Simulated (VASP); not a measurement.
The system is CoSi (NiAs type).

```
CELL_PARAMETERS angstrom
3.37990 0.00000 0.00000
-1.68995 2.92708 0.00000
0.00000 0.00000 5.02362
ATOMIC_POSITIONS crystal
Co 0.00000 0.00000 0.00000
Co 0.00000 0.00000 0.50000
Si 0.33333 0.66667 0.25000
Si 0.66667 0.33333 0.75000
```

Base run:

* Program: VASP 6.6.1
* Functional: PBE
* Potentials or basis: VASP PAW PBE potentials, release 64 (Co, Si)
* Cutoff: 520 eV
* k mesh: 11 × 11 × 6
* Occupations: fermi-dirac, width 0.05 eV
* Spin: no spin polarisation

Its results: band gap on the k mesh zero (band 13 reaches 12.33 eV, above the bottom of band 14 at 9.05 eV); pressure -0.1 GPa.

Q: The run is repeated on the same cell with these changes: potentials or basis from VASP PAW PBE potentials, release 64 (Co, Si) to VASP PAW PBE potentials, release 64 (Co_sv, Si); cutoff from 520 eV to 600 eV; further incar settings from ALGO = Normal; EDIFF = 1e-07; NBANDS = 21 to ALGO = Normal; EDIFF = 1e-06; NBANDS = 29; valence electrons from 26 to 42. What comes out?

A: Band gap on the k mesh zero (band 21 reaches 13.09 eV, above the bottom of band 22 at 9.81 eV); pressure -1.6 GPa.
